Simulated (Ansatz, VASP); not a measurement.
This is a calculation of Cu for VASP 6.6.1.

Contents of INCAR:

```
ALGO = Normal ; EDIFF = 1E-6
ENCUT = 600 ; GGA = CA
GGA_COMPAT = False ; ISIF = 2
ISMEAR = 0 ; LASPH = True
LCHARG = False ; LREAL = False
LWAVE = False ; NBANDS = 12
NELM = 120 ; PREC = Accurate
SIGMA = 0.02
```

KPOINTS

```
k-points
0
Gamma
  13 13 13
```

File POSCAR:

```
Cu
1.0
    0.0000000000      1.8075000000      1.8075000000
    1.8075000000      0.0000000000      1.8075000000
    1.8075000000      1.8075000000      0.0000000000
Cu
1
Direct
    0.0000000000      0.0000000000      0.0000000000
```

Potentials or basis: VASP PAW LDA potentials, release 64 (Cu).

Launch:

```sh
$ cat potpaw_LDA.64/Cu/POTCAR > POTCAR
$ mpirun -np 1 vasp_std > vasp.out
```

**Question.** Set up the same calculation for Ansatz 0.2.0. Potentials there: all-electron LAPW, scalar-relativistic.

**Answer.** As run (the cutoff follows the program's own potentials):

The input input.yaml:

```yaml
crystal:
  lattice:
    - [0.0, 1.8075, 1.8075]
    - [1.8075, 0.0, 1.8075]
    - [1.8075, 1.8075, 0.0]
  atoms:
    - { symbol: Cu, position: [0.0, 0.0, 0.0] }
kpoints:
  mp_grid: { grid: [13, 13, 13] }
scf:
  occupations: { method: gaussian, width: 0.02 }
hamiltonian:
  xc: lda
  pseudopotentials: { kind: all_electron, lapw: { basis_error: 0.001 } }
output:
  forces: true
  stress: true
  eigenvalues: true
```

Potentials or basis: all-electron LAPW, scalar-relativistic.

Run with:

```bash
$ ansatz run input.yaml --threads 1 --pin off --max-ram 3072MiB --backend cpu --events-out ev --progress --plain --runs-dir out
```

Both were run:

|  | VASP | Ansatz | Ansatz less VASP |
| --- | --- | --- | --- |
| gap on the k mesh at the Fermi level (eV) | none | none | - |
| pressure (GPa) | -11.8 | -12.7 | -0.89 |

LDA's correlation is that of Perdew and Zunger in VASP and of Perdew and Wang (1992) in Ansatz. A gap of «none» marks a metal or a gap that the smearing closes. Ansatz ran all-electron here, and VASP with PAW potentials.
